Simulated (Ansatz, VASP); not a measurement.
One calculation of Rb2BrCl, two programs

File INCAR:

```
  PREC = Accurate
  ENCUT = 520
  EDIFF = 1E-6
  ISMEAR = -1
  SIGMA = 0.02
  LREAL = False
  LASPH = True
  NELM = 100
  ALGO = Normal
  ISIF = 2
  LWAVE = False
  LCHARG = True
  GGA = PE
  LELF = True
  LVHAR = True
  NBANDS = 24
```

The input KPOINTS:

```
regular mesh
0
Gamma
  6 6 6
```

POSCAR

```
Rb2BrCl
1.0
    2.3533904223      1.3587305938      7.8205419896
   -2.3533904223      1.3587305938      7.8205419896
    0.0000000000     -2.7174611877      7.8205419896
Cl Br Rb
1 1 2
Direct
    1.0000000000      0.0000000000      0.0000000000
    0.5000000000      0.5000000000      0.5000000000
    0.2539867069      0.2539867069      0.2539867069
    0.7460132931      0.7460132931      0.7460132931
```

Input for Ansatz:

```yaml
crystal:
  lattice:
    - [2.3533904223, 1.3587305938, 7.8205419896]
    - [-2.3533904223, 1.3587305938, 7.8205419896]
    - [0.0, -2.7174611877, 7.8205419896]
  atoms:
    - { symbol: Cl, position: [1.0, 0.0, 0.0] }
    - { symbol: Br, position: [0.5, 0.5, 0.5] }
    - { symbol: Rb, position: [0.2539867069, 0.2539867069, 0.2539867069] }
    - { symbol: Rb, position: [0.7460132931, 0.7460132931, 0.7460132931] }
kpoints:
  mp_grid: { grid: [6, 6, 6] }
  band_path:
    path:
      - [0.0, 0.0, 0.0]
      - [0.5, 0.5, 0.5]
      - [0.8125712799, 0.1874287201, 0.5]
      - [0.5, -0.1874287201, 0.1874287201]
      - [0.5, 0.0, 0.0]
      - [0.34371436, -0.34371436, 0.0]
      - [0.65628564, 0.0, 0.34371436]
      - [0.5, 0.0, 0.5]
    npoints: 1
hamiltonian:
  xc: pbe
scf:
  occupations: { method: fermi_dirac, width: 0.02 }
  n_extra_bands: 5
output:
  forces: true
  stress: true
  eigenvalues: true
```

Change from the starting cell: biaxial_xy strain -1.6%.

Alike in both runs: task single point; functional PBE; k mesh 6 × 6 × 6; occupations fermi-dirac, width 0.02 eV; no spin polarisation.

```csv
,VASP,Ansatz
version,VASP 6.6.1,Ansatz 0.2.0
potentials or method,"VASP PAW PBE potentials, release 64 (Cl, Br, Rb_sv)","plane waves, PAW"
plane-wave cutoff (eV),520,420
valence electrons in the cell,32,32
```

|  | VASP | Ansatz | Ansatz less VASP |
| --- | --- | --- | --- |
| gap on the k mesh at the Fermi level (eV) | 4.51 | 4.51 | +0.002 |
| pressure (GPa) | 1.1 | 1.1 | -0.02 |
| traceless stress, the component that is largest in VASP (GPa) | -0.09 | -0.09 | 0.000 |

With one functional, cell and mesh, what is left measures potentials, basis and numerics.
